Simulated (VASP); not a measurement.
# Ir (Fm-3m) in VASP: a series of runs

Ir is run at these levels: LDA; tasks: relaxation of cell and atoms.

Everything below comes from runs of VASP 6.6.1. Logs are shortened: lines on timing, memory, paths and dates and some standing lists are left out, and cuts for length are marked.

**1. The cell of the first run**

Symmetry: Fm-3m, No. 225, cubic system. The conventional cell has a = 3.812 Å, b = 3.812 Å, c = 3.812 Å, α = 90.00°, β = 90.00°, γ = 90.00°. Within 3.6 Å of Ir (site symmetry m-3m) lie 12 Ir at 2.70 Å.

**2. Relaxation of cell and atoms, LDA, target pressure 10 GPa, at which the enthalpy is minimised**

File INCAR:

```
  PREC = Accurate
  ENCUT = 600
  EDIFF = 1E-6
  ISMEAR = -1
  SIGMA = 0.1
  LREAL = False
  LASPH = True
  NELM = 100
  ALGO = Normal
  ISIF = 3
  LWAVE = False
  LCHARG = False
  GGA = CA
  IBRION = 2
  NSW = 100
  EDIFFG = -0.002
  PSTRESS = 100.0
```

File KPOINTS:

```
regular mesh
0
Gamma
  24 24 24
```

File POSCAR:

```
Ir
1.0
    0.0000000000      1.9059006243      1.9059006243
    1.9059006243      0.0000000000      1.9059006243
    1.9059006243      1.9059006243      0.0000000000
Ir
1
Direct
    0.0000000000      0.0000000000      0.0000000000
```

Potentials or basis: VASP PAW LDA potentials, release 64 (Ir).

Started as:

```sh
> cat potpaw_LDA.64/Ir/POTCAR > POTCAR
> mpirun -np 1 vasp_std > vasp.out
```

OUTCAR:

```text
PREC = Accurate
   ENCUT = 600
   EDIFF = 1E-6
   ISMEAR = -1
   LREAL = False
   LASPH = True
   NELM = 100
   ISIF = 3
   GGA = CA
   IBRION = 2
   NSW = 100
   EDIFFG = -0.002
   PSTRESS = 100.0

 ion  position               nearest neighbor table
   1  0.000  0.000  0.000-

  LATTYP: Found a face centered cubic cell.
 ALAT       =     3.8118012486

  Lattice vectors:

 A1 = (   0.0000000000,   1.9059006243,   1.9059006243)
 A2 = (   1.9059006243,   0.0000000000,   1.9059006243)
 A3 = (   1.9059006243,   1.9059006243,   0.0000000000)

Analysis of symmetry for initial positions (statically):
=====================================================================
 Subroutine PRICEL returns:
 Original cell was already a primitive cell.

 Routine SETGRP: Setting up the symmetry group for a
 face centered cubic supercell.

 Subroutine GETGRP returns: Found 48 space group operations
 (whereof 48 operations were pure point group operations)
 out of a pool of 48 trial point group operations.

The static configuration has the point symmetry O_h .

Analysis of symmetry for dynamics (positions and initial velocities):
=====================================================================
 Subroutine PRICEL returns:
 Original cell was already a primitive cell.

 Routine SETGRP: Setting up the symmetry group for a
 face centered cubic supercell.

 Subroutine GETGRP returns: Found 48 space group operations
 (whereof 48 operations were pure point group operations)
 out of a pool of 48 trial point group operations.

The dynamic configuration has the point symmetry O_h .

 Subroutine INISYM returns: Found 48 space group operations
 (whereof 48 operations are pure point group operations),
 and found     1 'primitive' translations

----------------------------------------------------------------------------------------

                                     Primitive cell

  volume of cell :      13.8462

  direct lattice vectors                    reciprocal lattice vectors
     0.000000000  1.905900624  1.905900624    -0.262343164  0.262343164  0.262343164
     1.905900624  0.000000000  1.905900624     0.262343164 -0.262343164  0.262343164
     1.905900624  1.905900624  0.000000000     0.262343164  0.262343164 -0.262343164

  length of vectors
     2.695350511  2.695350511  2.695350511     0.454391689  0.454391689  0.454391689

  position of ions in fractional coordinates (direct lattice)
     0.000000000  0.000000000  0.000000000

  ion indices of the primitive-cell ions
   primitive index   ion index
                 1           1

----------------------------------------------------------------------------------------

 KPOINTS: regular mesh

Automatic generation of k-mesh.
 Grid dimensions read from file:
 generate k-points for:   24   24   24

 Generating k-lattice:

  Cartesian coordinates                     Fractional coordinates (reciprocal lattice)
    -0.010930965  0.010930965  0.010930965     0.041666667  0.000000000  0.000000000
     0.010930965 -0.010930965  0.010930965     0.000000000  0.041666667  0.000000000
     0.010930965  0.010930965 -0.010930965     0.000000000  0.000000000  0.041666667

  Length of vectors
     0.018932987  0.018932987  0.018932987

  Shift w.r.t. Gamma in fractional coordinates (k-lattice)
     0.000000000  0.000000000  0.000000000

 Subroutine IBZKPT returns following result:
 ===========================================

 Found    413 irreducible k-points:

 Following reciprocal coordinates:
            Coordinates               Weight
  0.000000  0.000000  0.000000      1.000000
  0.041667  0.000000  0.000000      8.000000
  0.083333  0.000000  0.000000      8.000000
  0.125000  0.000000  0.000000      8.000000
  0.166667  0.000000  0.000000      8.000000
  0.208333  0.000000  0.000000      8.000000
[... 16 lines left out ...]
  0.416667  0.041667  0.000000     24.000000
  0.458333  0.041667  0.000000     24.000000
 [... further k-points ...]
   k-points           NKPTS =    413   k-points in BZ     NKDIM =    413   number of bands    NBANDS=      8
   number of dos      NEDOS =    301   number of ions     NIONS =      1
   total plane-waves  NPLWV =  13824
   dimension x,y,z NGX =    24 NGY =   24 NGZ =   24
   dimension x,y,z NGXF=    48 NGYF=   48 NGZF=   48
   ions per type =               1
   NGX,Y,Z   is equivalent  to a cutoff of  14.80, 14.80, 14.80 a.u.
   NGXF,Y,Z  is equivalent  to a cutoff of  29.61, 29.61, 29.61 a.u.
 SYSTEM =  unknown system
   PREC   = accura    normal or accurate (medium, high low for compatibility)
   ISTART =      0    job   : 0-new  1-cont  2-samecut
   ICHARG =      2    charge: 1-file 2-atom 10-const
   ISPIN  =      1    spin polarized calculation?
   LNONCOLLINEAR =      F non collinear calculations
   LSORBIT =      F    spin-orbit coupling
   LASPH  =      T    aspherical Exc in radial PAW
   ENCUT  =  600.0 eV  44.10 Ry    6.64 a.u.   5.38  5.38  5.38*2*pi/ulx,y,z
   NELM   =    100;   NELMIN=  2; NELMDL= -5     # of ELM steps
   EDIFF  = 0.1E-05   stopping-criterion for ELM
   LREAL  =      F    real-space projection
   EDIFFG = -.2E-02   stopping-criterion for IOM
   NSW    =    100    number of steps for IOM
   IBRION =      2    ionic relax: 0-MD 1-quasi-New 2-CG
   NFREE  =      1    steps in history (QN), initial steepest desc. (CG)
   ISIF   =      3    stress and relaxation
   ISYM   =      2    0-nonsym 1-usesym 2-fastsym
   POTIM  = 0.5000    time-step for ionic-motion
   TEBEG  =    0.0;   TEEND  =   0.0 temperature during run
   PSTRESS=  100.0 pullay stress
   NELECT =       9.0000    total number of electrons
   NUPDOWN=      -1.0000    fix difference up-down
   EMIN   =  10.00;   EMAX   =-10.00  energy-range for DOS
   EFERMI =   0.00;   METHOD = LEGACY
   ISMEAR =    -1;   SIGMA  =   0.10  broadening in eV -4-tet -1-fermi 0-gaus
   EFERMI_NEDOS =   21; number of points for ismear=-14 and -15
   IALGO  =     38    algorithm
   IMIX   =      4    mixing-type and parameters
     AMIX     =   0.40;   BMIX     =  1.00
     AMIX_MAG =   1.60;   BMIX_MAG =  1.00
  volume/ion in A,a.u.               =      13.85        93.44
  Fermi-wavevector in a.u.,A,eV,Ry     =   1.418117  2.679853 27.362078  2.011056
  Thomas-Fermi vector in A             =   2.539276
   LORBIT       =      0    0 simple, 1 ext, 2 COOP (PROOUT), +10 PAW based schemes
   GGA     = CA    functional components
   LHFCALC =     F    Hartree Fock is set to
   AEXX    =    0.0000 exact exchange contribution
   IVDW    =     0    specifies the selected vdW correction
   LEPSILON=     F    determine dielectric tensor
   LRPA    =     F    only Hartree local field effects (RPA)
 conjugate gradient relaxation of ions
 non-spin polarized calculation
  energy-cutoff  :      600.00
  volume of cell :       13.85
 maximum number of plane-waves:       483
 NGX is ok and might be reduce to    24
   NGX = 11   NGY = 11   NGZ = 11

--------------------------------------- Ionic step        1  -------------------------------------------

 number of electron       9.0000000 magnetization

 Free energy of the ion-electron system (eV)
  ---------------------------------------------------
  ext. energy  EPLUGINS =         0.00000000
  ---------------------------------------------------
  free energy    TOTEN  =       -10.33927983 eV

  energy without entropy =      -10.30960904  energy(sigma->0) =      -10.32444443

------------------------ aborting loop because EDIFF is reached ----------------------------------------

  FORCE on cell =-STRESS in cart. coord.  units (eV):
  Direction    XX          YY          ZZ          XY          YZ          ZX
  --------------------------------------------------------------------------------------
  -------------------------------------------------------------------------------------
  Total        0.2346364      0.2346364      0.2346364      0.0000000      0.0000000     -0.0000000
  in kB       27.1503397     27.1503397     27.1503397      0.0000000      0.0000000     -0.0000000
  external PRESSURE =     -72.8496603 kB  Pullay stress =     100.0000000 kB
[... 207 lines left out ...]
  enthalpy is  TOTEN    =        -9.4803726760 eV   P V=        0.8506891065

--------------------------------------- Ionic step        7  -------------------------------------------

 number of electron       9.0000000 magnetization

 Free energy of the ion-electron system (eV)
  ---------------------------------------------------
  ext. energy  EPLUGINS =         0.00000000
  ---------------------------------------------------
  free energy    TOTEN  =       -10.33023097 eV

  energy without entropy =      -10.30142497  energy(sigma->0) =      -10.31582797

 E-fermi :  10.9914     XC(G=0): -14.3611

 val. band max:       10.9836516246   @ k =  -0.3750   0.1667   0.0000
 cond. band min:      10.9925291970   @ k =  -0.4583   0.4167   0.0833
 fundamental gap:      0.0088775724
 Fermi energy:        10.9914025373

 k-point     1 :       0.0000    0.0000    0.0000
  band No.  band energies     occupation
      1      -0.5237      2.00000
      2       6.8475      2.00000
      3       6.8475      2.00000
      4       6.8475      2.00000
      5       9.7437      1.99999
      6       9.7437      1.99999
      7      25.2560      0.00000
      8      31.0265      0.00000
[... 243 lines left out ...]
 k-point    24 :       0.4583    0.0417    0.0000
  band No.  band energies     occupation
      1       2.5467      2.00000
      2       6.7143      2.00000
      3       6.8595      2.00000
      4       9.3590      2.00000
      5      11.9111      0.00020
      6      12.0270      0.00006
      7      19.2992      0.00000
      8      25.1410      0.00000

 [... further k-points ...]

------------------------ aborting loop because EDIFF is reached ----------------------------------------

  FORCE on cell =-STRESS in cart. coord.  units (eV):
  Direction    XX          YY          ZZ          XY          YZ          ZX
  --------------------------------------------------------------------------------------
  -------------------------------------------------------------------------------------
  Total        0.8486340      0.8486340      0.8486340      0.0000000      0.0000000      0.0000000
  in kB       99.8582316     99.8582316     99.8582316      0.0000000      0.0000000      0.0000000
  external PRESSURE =      -0.1417684 kB  Pullay stress =     100.0000000 kB
[... 16 lines left out ...]
  FREE ENERGIE OF THE ION-ELECTRON SYSTEM (eV)
  ---------------------------------------------------
  free  energy   TOTEN  =       -10.3302309693 eV

  energy  without entropy=      -10.3014249741  energy(sigma->0) =      -10.31582797

  enthalpy is  TOTEN    =        -9.4803921744 eV   P V=        0.8498387948

 reached required accuracy - stopping structural energy minimisation
```

Run time: 70 s. Hardware: 1 thread of Intel Xeon 6975P-C (Granite Rapids), shared host; peak memory 0.2 GiB.

Results:

| Item | Value |
| --- | --- |
| Free energy | -10.3302 eV |
| Relaxed volume | 13.62 Å³/atom |
| Relaxed cell | a = 2.680 Å, b = 2.680 Å, c = 2.680 Å, α = 60.00°, β = 60.00°, γ = 60.00° |
| Space group after relaxing (to 0.1 Å) | Fm-3m (No. 225) |
| Energy change on relaxing (the run minimises the enthalpy) | +9.0 meV/atom |
| Ionic steps | 7 |
| Pressure after relaxing | 10.0 GPa |
| Band gap on the k mesh | zero (an odd number of electrons rules out a gap without spin polarisation) |

The path:
| step | energy change (eV) | largest force (eV/Å) | pressure (GPa) | volume (Å³) |
| --- | --- | --- | --- | --- |
| 1 | 0.0000 | 0.0000 | 2.72 | 13.85 |
| 2 | 0.1897 | 0.0000 | 51.22 | 12.62 |
| 3 | 0.0086 | 0.0000 | 9.73 | 13.62 |
| 4 | 0.0090 | 0.0000 | 9.97 | 13.62 |
| 5 | 0.0093 | 0.0000 | 10.12 | 13.61 |
| 6 | 0.0082 | 0.0000 | 9.56 | 13.63 |
| 7 | 0.0090 | 0.0000 | 9.99 | 13.62 |

Final structure:
```yaml
crystal:
  lattice:
    - [0.00000, 1.89528, 1.89528]
    - [1.89528, 0.00000, 1.89528]
    - [1.89528, 1.89528, 0.00000]
  atoms:
    - { symbol: Ir, position: [0.00000, 0.00000, 0.00000] }
```

Caveat: the cell is relaxed towards a set pressure, so the run minimises the enthalpy, not the energy; spin-orbit coupling is left out, which moves the levels of the heavy elements.

**3. Relaxation of cell and atoms, LDA, target pressure 15 GPa, at which the enthalpy is minimised**

File INCAR:

```
  ALGO = Normal
  EDIFF = 1E-7
  EDIFFG = -0.002
  ENCUT = 600
  GGA = CA
  IBRION = 2
  ISIF = 3
  ISMEAR = -1
  LASPH = T
  LCHARG = F
  LREAL = F
  LWAVE = F
  NELM = 80
  NSW = 100
  PREC = Accurate
  PSTRESS = 150.0
  SIGMA = 0.1
```

File KPOINTS:

```
k-points
0
Gamma
  24 24 24
```

POSCAR is that of step 2.

Potentials or basis: VASP PAW LDA potentials, release 64 (Ir).

Started as:

```sh
> cat potpaw_LDA.64/Ir/POTCAR > POTCAR
> mpirun -np 1 vasp_std > vasp.out
```

It took 74 s on 1 thread of Intel Xeon 6975P-C (Granite Rapids), shared host; peak memory 0.21 GiB.

The run converged. Its results:

```yaml
Free_energy: -10.3189 eV
Relaxed_volume: 13.47 Å³/atom
Relaxed_cell: a = 2.671 Å, b = 2.671 Å, c = 2.671 Å, α = 60.00°, β = 60.00°, γ = 60.00°
Space_group_after_relaxing_to_0.1_Å: Fm-3m (No. 225)
Energy_change_on_relaxing_the_run_minimises_the_enthalpy: +20.4 meV/atom
Ionic_steps: 7
Pressure_after_relaxing: 15.0 GPa
Band_gap_on_the_k_mesh: zero (an odd number of electrons rules out a gap without spin polarisation)
```

Step by step:
| step | energy change (eV) | largest force (eV/Å) | pressure (GPa) | volume (Å³) |
| --- | --- | --- | --- | --- |
| 1 | 0.0000 | 0.0000 | 2.71 | 13.85 |
| 2 | 0.5581 | 0.0000 | 99.71 | 11.83 |
| 3 | 0.0183 | 0.0000 | 14.18 | 13.49 |
| 4 | 0.0200 | 0.0000 | 14.84 | 13.47 |
| 5 | 0.0207 | 0.0000 | 15.11 | 13.47 |
| 6 | 0.0193 | 0.0000 | 14.59 | 13.48 |
| 7 | 0.0204 | 0.0000 | 14.99 | 13.47 |

Final structure:
```yaml
crystal:
  lattice:
    - [0.00000, 1.88848, 1.88848]
    - [1.88848, 0.00000, 1.88848]
    - [1.88848, 1.88848, 0.00000]
  atoms:
    - { symbol: Ir, position: [0.00000, 0.00000, 0.00000] }
```

Levels at points of the mesh, in eV from the Fermi level:
```csv
k point,band 2,band 3,band 4,band 5,band 6,band 7
"(0.00, 0.00, 0.00)",-4.21,-4.21,-4.21,-1.27,-1.27,14.24
"(0.50, 0.00, 0.00)",-4.32,-4.32,-0.83,1.00,1.00,7.80
"(0.50, 0.50, 0.00)",-7.92,0.99,1.62,1.62,1.75,11.23
```

Caveat: the cell is relaxed towards a set pressure, so the run minimises the enthalpy, not the energy; spin-orbit coupling is left out, which moves the levels of the heavy elements. Zero-point motion and thermal expansion aren't in these numbers.
